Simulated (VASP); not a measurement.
# LiCl (P6_3mc) in VASP: single point with HSE06

Aim: the single point of LiCl with HSE06.

Program: VASP 6.6.1. These are calculated values, not measurements. Logs are shortened: lines on timing, memory, paths and dates and some standing lists are left out, and cuts for length are marked.

**1. The cell of the first run**

It takes space group P6_3mc (No. 186, hexagonal). Conventional cell: a = 3.731 Å, b = 3.731 Å, c = 6.456 Å, α = 90.00°, β = 90.00°, γ = 120.00°. Within 3.1 Å of Li (site symmetry 3m) lie 4 Cl at 2.32 to 2.35 Å. Within 3.1 Å of Cl (site symmetry 3m) lie 4 Li at 2.32 to 2.35 Å.

**2. Single point, HSE06 (epitaxial xy strain -4.2%)**

POSCAR

```
LiCl
1.0
    3.7306284281      0.0000000000      0.0000000000
   -1.8653142141      3.2308189908      0.0000000000
    0.0000000000      0.0000000000      6.4556775807
Li Cl
2 2
Direct
    0.3333333333      0.6666666667      0.0051503627
    0.6666666667      0.3333333333      0.5051503627
    0.3333333333      0.6666666667      0.3698496373
    0.6666666667      0.3333333333      0.8698496373
```

INCAR.step1

```
  ALGO = Normal
  EDIFF = 1E-5
  ENCUT = 520
  GGA = PE
  ISIF = 2
  ISMEAR = 0
  KPAR = 4
  LASPH = T
  LCHARG = F
  LREAL = F
  LWAVE = T
  NBANDS = 18
  NELM = 60
  PREC = Accurate
  SIGMA = 0.01
```

INCAR.step2

```
  ALGO = Normal
  EDIFF = 1E-7
  ENCUT = 520
  GGA = PE
  HFSCREEN = 0.2079
  ISIF = 2
  ISMEAR = 0
  ISTART = 1
  KPAR = 4
  LASPH = T
  LCHARG = F
  LHFCALC = T
  LREAL = F
  LWAVE = F
  NBANDS = 18
  NELM = 60
  PREC = Accurate
  PRECFOCK = Normal
  SIGMA = 0.01
```

KPOINTS

```
k-points
0
Gamma
  6 6 4
```

Potentials or basis: VASP PAW PBE potentials, release 64 (Li_sv, Cl).

The run is started by

```
$ cat potpaw_PBE.64/Li_sv/POTCAR potpaw_PBE.64/Cl/POTCAR > POTCAR
$ cp INCAR.step1 INCAR
$ mpirun -np 4 vasp_std > vasp.out
$ cp INCAR.step2 INCAR
$ mpirun -np 4 vasp_std > vasp.out
```

OUTCAR:

```text
EDIFF = 1E-7
   ENCUT = 520
   GGA = PE
   HFSCREEN = 0.2079
   ISIF = 2
   ISMEAR = 0
   ISTART = 1
   LASPH = T
   LHFCALC = T
   LREAL = F
   NELM = 60
   PREC = Accurate
   PRECFOCK = Normal

 ion  position               nearest neighbor table
   1  0.333  0.667  0.005-   4 2.32   4 2.32   4 2.32   3 2.35
   2  0.667  0.333  0.505-   3 2.32   3 2.32   3 2.32   4 2.35
   3  0.333  0.667  0.370-   2 2.32   2 2.32   2 2.32   1 2.35
   4  0.667  0.333  0.870-   1 2.32   1 2.32   1 2.32   2 2.35

  LATTYP: Found a hexagonal cell.
 ALAT       =     3.7306284281
 C/A-ratio  =     1.7304531140

  Lattice vectors:

 A1 = (   3.7306284281,   0.0000000000,   0.0000000000)
 A2 = (  -1.8653142141,   3.2308189908,   0.0000000000)
 A3 = (   0.0000000000,   0.0000000000,   6.4556775807)

Analysis of symmetry for initial positions (statically):
=====================================================================
 Subroutine PRICEL returns:
 Original cell was already a primitive cell.

 Routine SETGRP: Setting up the symmetry group for a
 hexagonal supercell.

 Subroutine GETGRP returns: Found 12 space group operations
 (whereof  6 operations were pure point group operations)
 out of a pool of 24 trial point group operations.

The static configuration has the point symmetry C_3v.
 The point group associated with its full space group is C_6v.

Analysis of symmetry for dynamics (positions and initial velocities):
=====================================================================
 Subroutine PRICEL returns:
 Original cell was already a primitive cell.

 Routine SETGRP: Setting up the symmetry group for a
 hexagonal supercell.

 Subroutine GETGRP returns: Found 12 space group operations
 (whereof  6 operations were pure point group operations)
 out of a pool of 24 trial point group operations.

The dynamic configuration has the point symmetry C_3v.
 The point group associated with its full space group is C_6v.

 Subroutine INISYM returns: Found 12 space group operations
 (whereof  6 operations are pure point group operations),
 and found     1 'primitive' translations

----------------------------------------------------------------------------------------

                                     Primitive cell

  volume of cell :      77.8102

  direct lattice vectors                    reciprocal lattice vectors
     3.730628428  0.000000000  0.000000000     0.268051354  0.154759521  0.000000000
    -1.865314214  3.230818991  0.000000000     0.000000000  0.309519042  0.000000000
     0.000000000  0.000000000  6.455677581     0.000000000  0.000000000  0.154902408

  length of vectors
     3.730628428  3.730628428  6.455677581     0.309519042  0.309519042  0.154902408

  position of ions in fractional coordinates (direct lattice)
     0.333333333  0.666666667  0.005150363
     0.666666667  0.333333333  0.505150363
     0.333333333  0.666666667  0.369849637
     0.666666667  0.333333333  0.869849637

  ion indices of the primitive-cell ions
   primitive index   ion index
                 1           1
                 2           2
                 3           3
                 4           4

----------------------------------------------------------------------------------------

 KPOINTS: k-points

Automatic generation of k-mesh.
 Grid dimensions read from file:
 generate k-points for:    6    6    4

 Generating k-lattice:

  Cartesian coordinates                     Fractional coordinates (reciprocal lattice)
     0.044675226  0.025793254  0.000000000     0.166666667  0.000000000  0.000000000
     0.000000000  0.051586507  0.000000000     0.000000000  0.166666667  0.000000000
     0.000000000  0.000000000  0.038725602     0.000000000  0.000000000  0.250000000

  Length of vectors
     0.051586507  0.051586507  0.038725602

  Shift w.r.t. Gamma in fractional coordinates (k-lattice)
     0.000000000  0.000000000  0.000000000

 Subroutine IBZKPT returns following result:
 ===========================================

 Found     21 irreducible k-points:

 Following reciprocal coordinates:
            Coordinates               Weight
  0.000000  0.000000  0.000000      1.000000
  0.166667  0.000000  0.000000      6.000000
  0.333333  0.000000  0.000000      6.000000
  0.500000  0.000000  0.000000      3.000000
  0.166667  0.166667  0.000000      6.000000
  0.333333  0.166667  0.000000     12.000000
[... 13 lines left out ...]
  0.333333  0.166667  0.500000     12.000000
  0.333333  0.333333  0.500000      2.000000
   k-points           NKPTS =     21   k-points in BZ     NKDIM =    144   number of bands    NBANDS=     18
   number of dos      NEDOS =    301   number of ions     NIONS =      4
   total plane-waves  NPLWV =  37632
   dimension x,y,z NGX =    28 NGY =   28 NGZ =   48
   dimension x,y,z NGXF=    56 NGYF=   56 NGZF=   96
   ions per type =               2   2
   NGX,Y,Z   is equivalent  to a cutoff of  12.48, 12.48, 12.36 a.u.
   NGXF,Y,Z  is equivalent  to a cutoff of  24.95, 24.95, 24.72 a.u.
 SYSTEM =  unknown system
   PREC   = accura    normal or accurate (medium, high low for compatibility)
   ISTART =      1    job   : 0-new  1-cont  2-samecut
   ICHARG =      0    charge: 1-file 2-atom 10-const
   ISPIN  =      1    spin polarized calculation?
   LNONCOLLINEAR =      F non collinear calculations
   LSORBIT =      F    spin-orbit coupling
   LASPH  =      T    aspherical Exc in radial PAW
   ENCUT  =  520.0 eV  38.22 Ry    6.18 a.u.   6.94  6.94 12.00*2*pi/ulx,y,z
   NELM   =     60;   NELMIN=  2; NELMDL=  0     # of ELM steps
   EDIFF  = 0.1E-06   stopping-criterion for ELM
   LREAL  =      F    real-space projection
   EDIFFG = 0.1E-05   stopping-criterion for IOM
   NSW    =      0    number of steps for IOM
   IBRION =     -1    ionic relax: 0-MD 1-quasi-New 2-CG
   NFREE  =      0    steps in history (QN), initial steepest desc. (CG)
   ISIF   =      2    stress and relaxation
   ISYM   =      3    0-nonsym 1-usesym 2-fastsym
   POTIM  = 0.5000    time-step for ionic-motion
   TEBEG  =    0.0;   TEEND  =   0.0 temperature during run
   PSTRESS=    0.0 pullay stress
   NELECT =      20.0000    total number of electrons
   NUPDOWN=      -1.0000    fix difference up-down
   EMIN   =  10.00;   EMAX   =-10.00  energy-range for DOS
   EFERMI =   0.00;   METHOD = LEGACY
   ISMEAR =     0;   SIGMA  =   0.01  broadening in eV -4-tet -1-fermi 0-gaus
   EFERMI_NEDOS =   21; number of points for ismear=-14 and -15
   IALGO  =     38    algorithm
   IMIX   =      1    mixing-type and parameters
     AMIX     =   0.40;   BMIX     =  1.00
     AMIX_MAG =   1.60;   BMIX_MAG =  1.00
  volume/ion in A,a.u.               =      19.45       131.27
  Fermi-wavevector in a.u.,A,eV,Ry     =   1.040893  1.967002 14.741339  1.083458
  Thomas-Fermi vector in A             =   2.175489
   LORBIT       =      0    0 simple, 1 ext, 2 COOP (PROOUT), +10 PAW based schemes
   GGA     = PE    functional components
   LHFCALC =     T    Hartree Fock is set to
   PRECFOCK=normal    Normal, Fast or Accurate (Low or Medium for compatibility)
   ENCUT4O =  -1.0   cutoff for four orbital integrals eV
   NKREDX  =     1    reduce k-point grid by
   NKREDY  =     1    reduce k-point grid by
   NKREDZ  =     1    reduce k-point grid by
   AEXX    =    0.2500 exact exchange contribution
   HFSCREEN=    0.2079 screening length (either q_TF or 0.3 A-1)
   HFSCREENC=   0.2079 screening length for correlation (either q_TF or 0.3 A-1)
   ENCUTFOCK=  -1.0 apply spherical cutoff to Coloumb kernel
   IVDW    =     0    specifies the selected vdW correction
   LEPSILON=     F    determine dielectric tensor
   LRPA    =     F    only Hartree local field effects (RPA)
 non-spin polarized calculation
 Gauss-broadening in eV      SIGMA  =   0.01
  energy-cutoff  :      520.00
  volume of cell :       77.81
 maximum number of plane-waves:      2112
 NGX is ok and might be reduce to    28
  NGX = 24; NGY = 24; NGZ = 40

 number of electron      20.0000000 magnetization

 Free energy of the ion-electron system (eV)
  ---------------------------------------------------
  ext. energy  EPLUGINS =         0.00000000
  ---------------------------------------------------
  free energy    TOTEN  =       -16.95763294 eV

  energy without entropy =      -16.95763294  energy(sigma->0) =      -16.95763294

 E-fermi :  -1.5917     XC(G=0):  -6.6179

 val. band max:       -1.7379238747   @ k =   0.0000   0.0000   0.0000
 cond. band min:       5.7103171907   @ k =   0.0000   0.0000   0.0000
 fundamental gap:      7.4482410653
 Fermi energy:        -1.5916626657

 k-point     1 :       0.0000    0.0000    0.0000
  band No.  band energies     occupation
      1     -47.2966      2.00000
      2     -47.2947      2.00000
      3     -15.9069      2.00000
      4     -15.6050      2.00000
      5      -4.1920      2.00000
      6      -2.0267      2.00000
[... 10 lines left out ...]
     17      11.0824      0.00000
     18      11.0824      0.00000

 k-point     2 :       0.1667    0.0000    0.0000
  band No.  band energies     occupation
      1     -47.2961      2.00000
      2     -47.2944      2.00000
      3     -15.8204      2.00000
      4     -15.5508      2.00000
      5      -4.0240      2.00000
      6      -2.5728      2.00000
[... 10 lines left out ...]
     17      11.1901      0.00000
     18      11.6909      0.00000

 k-point     3 :       0.3333    0.0000    0.0000
  band No.  band energies     occupation
      1     -47.2949      2.00000
      2     -47.2938      2.00000
      3     -15.6270      2.00000
      4     -15.4496      2.00000
      5      -3.7601      2.00000
      6      -3.3903      2.00000
[... 349 lines left out ...]
 k-point    20 :       0.3333    0.1667    0.5000
  band No.  band energies     occupation
      1     -47.2939      2.00000
      2     -47.2939      2.00000
      3     -15.4620      2.00000
      4     -15.4620      2.00000
      5      -3.7928      2.00000
      6      -3.7928      2.00000
[... 10 lines left out ...]
     17      12.4134      0.00000
     18      12.4134      0.00000

 k-point    21 :       0.3333    0.3333    0.5000
  band No.  band energies     occupation
      1     -47.2936      2.00000
      2     -47.2936      2.00000
      3     -15.4221      2.00000
      4     -15.4221      2.00000
      5      -3.5039      2.00000
      6      -3.5039      2.00000
[... 10 lines left out ...]
     17      12.2980      0.00000
     18      12.2980      0.00000

------------------------ aborting loop because EDIFF is reached ----------------------------------------

  FORCE on cell =-STRESS in cart. coord.  units (eV):
  Direction    XX          YY          ZZ          XY          YZ          ZX
  --------------------------------------------------------------------------------------
  -------------------------------------------------------------------------------------
  Total        1.0924339      1.0924339      0.0813065     -0.0000000      0.0000000      0.0000000
  in kB       22.4941344     22.4941344      1.6741686     -0.0000000      0.0000000      0.0000000
  external PRESSURE =      15.5541458 kB  Pullay stress =       0.0000000 kB

 VOLUME and BASIS-vectors are now :
 -----------------------------------------------------------------------------
  energy-cutoff  :      520.00
  volume of cell :       77.81
      direct lattice vectors                 reciprocal lattice vectors
     3.730628428  0.000000000  0.000000000     0.268051354  0.154759521  0.000000000
    -1.865314214  3.230818991  0.000000000     0.000000000  0.309519042  0.000000000
     0.000000000  0.000000000  6.455677581     0.000000000  0.000000000  0.154902408

 POSITION                                       TOTAL-FORCE (eV/Angst)
 -----------------------------------------------------------------------------------
     -0.00000      2.15388      0.03325        -0.000000      0.000000     -0.000913
      1.86531      1.07694      3.26109         0.000000      0.000000     -0.000913
     -0.00000      2.15388      2.38763        -0.000000      0.000000      0.000913
      1.86531      1.07694      5.61547         0.000000     -0.000000      0.000913
 -----------------------------------------------------------------------------------
    total drift:                               -0.000000     -0.000000     -0.001353

  FREE ENERGIE OF THE ION-ELECTRON SYSTEM (eV)
  ---------------------------------------------------
  free  energy   TOTEN  =       -16.9576329423 eV

  energy  without entropy=      -16.9576329423  energy(sigma->0) =      -16.95763294
```

Wall time 11 min (4 MPI ranks of Intel Xeon Platinum 8488C (Sapphire Rapids), shared host); peak memory 0.31 GiB.

What came out:

```yaml
Free_energy: -16.9576 eV
Band_gap_on_the_k_mesh: 7.45 eV, direct
```

Caveat: the cell differs from its parent crystal (epitaxial xy strain -4.2%); the cutoff is under 1.25 times the usual one of these potentials, so pressure, stress and relaxed cells hold a basis-set (Pulay) error; the PAW data sets were made with another functional, which shifts forces and pressure a little. A k mesh can miss the band edges.
